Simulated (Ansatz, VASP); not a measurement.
**NbAl3Pb in VASP and in Ansatz**

```xyz
5
Lattice="2.9938 -3.0299 0.0000 2.9938 3.0299 0.0000 0.0000 0.0000 4.2654" Properties=species:S:1:pos:R:3 pbc="T T T"
Al    0.0000    0.0000    0.0000
Al    1.4969    1.5150    2.1327
Al    1.4969   -1.5150    2.1327
Nb    0.0000    0.0000    2.1327
Pb    2.9938    0.0000    0.0000
```

Alike in both runs: task relaxation of cell and atoms; functional PBE; k mesh 4 × 4 × 4; occupations gaussian, width 0.1 eV; no spin polarisation.

|  | VASP | Ansatz |
| --- | --- | --- |
| version | VASP 6.6.1 | Ansatz 0.2.0 |
| potentials or method | VASP PAW PBE potentials, release 64 (Al, Nb_sv, Pb_d), cutoff 600 eV | scalar-relativistic, plane waves, PAW |
| valence electrons in the cell | 36 | 36 |

VASP gave:

- gap on the k mesh at the Fermi level, each at its own relaxed structure (eV): none
- relaxed volume (Å³/atom): 26.09
- relaxed cell length with the largest relative difference (Å): 5.072

**Question.** Which values does Ansatz return?

**Answer.** gap on the k mesh at the Fermi level, each at its own relaxed structure (eV): none; relaxed volume (Å³/atom): 26.04; relaxed cell length with the largest relative difference (Å): 5.068.

A gap of «none» marks a metal or a gap that the smearing closes.

The k mesh is coarse, so the values compare programs but aren't converged. Spin-orbit coupling is off throughout. Noted on VASP's run: the volume moved by over 15 % at a fixed basis, so the end points are rough.
